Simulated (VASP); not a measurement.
Crystal: Mg3Te.

```
Te Mg
1.0
    -2.13936    2.13936    5.28249
     2.13936   -2.13936    5.28249
     2.13936    2.13936   -5.28249
Te Mg
1 3
Cartesian
  -0.0061 0.0156 0.0051
  2.1671 -0.0147 2.6670
  -0.0189 2.1515 2.6494
  0.0585 -0.0419 5.2926
```

Base run:

```yaml
Program: VASP 6.6.1
Functional: PBEsol
Potentials_or_basis: VASP PAW PBE potentials, release 64 (Te, Mg)
Cutoff: 520 eV
k_mesh: 5 × 5 × 6
Occupations: fermi-dirac, width 0.025 eV
Spin: no spin polarisation
```

Its results: band gap on the k mesh zero (band 6 reaches 4.93 eV, above the bottom of band 7 at 3.50 eV); pressure -1.1 GPa; largest force 0.209 eV/Å.

**Question.** The run is repeated on the same cell with these changes: functional from PBEsol to PBE; occupations from fermi-dirac, width 0.025 eV to gaussian, width 0.1 eV. What comes out?

**Answer.** Band gap on the k mesh zero (band 6 reaches 4.99 eV, above the bottom of band 7 at 3.57 eV); pressure 0.1 GPa; largest force 0.214 eV/Å.

Caveats: spin-orbit coupling is left out, which moves the levels of the heavy elements; the PAW data sets were made with another functional, which shifts forces and pressure a little (some runs).
